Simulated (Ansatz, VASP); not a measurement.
# Ge: VASP beside Ansatz

```
Ge
1.0
     0.00000    2.77102    2.77102
     2.77102    0.00000    2.77102
     2.77102    2.77102    0.00000
Ge
2
Direct
  0.50000 0.50000 0.50000
  0.75000 0.75000 0.75000
```

Change from the starting cell: volume scaled by 0.94, PAW files.

Alike in both runs: task electric field gradients; functional LDA; k mesh 10 × 10 × 10; occupations fermi-dirac, width 0.05 eV; no spin polarisation.

```csv
,VASP,Ansatz
version,VASP 6.6.1,Ansatz 0.2.0
potentials or method,"VASP PAW LDA potentials, release 64 (Ge_d)","PAW with Ansatz's default frozen-core files, scalar-relativistic"
plane-wave cutoff (eV),520,420
valence electrons in the cell,28,28
```

VASP gave:

* pressure (GPa): 3.6

Task: Estimate Ansatz's values.

Result: Pressure (GPa): 3.4.

LDA's correlation is that of Perdew and Zunger in VASP and of Perdew and Wang (1992) in Ansatz.
